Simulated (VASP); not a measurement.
Input of a VASP 6.6.1 run:

The input INCAR:

```
  PREC = Accurate
  ENCUT = 520
  EDIFF = 1E-6
  ISMEAR = 0
  SIGMA = 0.05
  LREAL = F
  LASPH = T
  NELM = 100
  ALGO = Normal
  ISIF = 2
  LWAVE = F
  LCHARG = F
  GGA = PE
  NBANDS = 12
```

File KPOINTS:

```
regular mesh
0
Gamma
  20 20 20
```

Contents of POSCAR:

```
V
1.0
   -1.5181029860      1.5181029860      1.5181029860
    1.5181029860     -1.5181029860      1.5181029860
    1.5181029860      1.5181029860     -1.5181029860
V
1
Direct
    0.0000000000      0.0000000000      0.0000000000
```

Potentials or basis: VASP PAW PBE potentials, release 64 (V_sv).

The run is started by

```console
$ cat potpaw_PBE.64/V_sv/POTCAR > POTCAR
$ mpirun -np 1 vasp_std > vasp.out
```

Predict the pressure.

-6.4 GPa.

Estimate the band gap on the k mesh.

zero (an odd number of electrons rules out a gap without spin polarisation).

Caveat: the cell stands under tension.
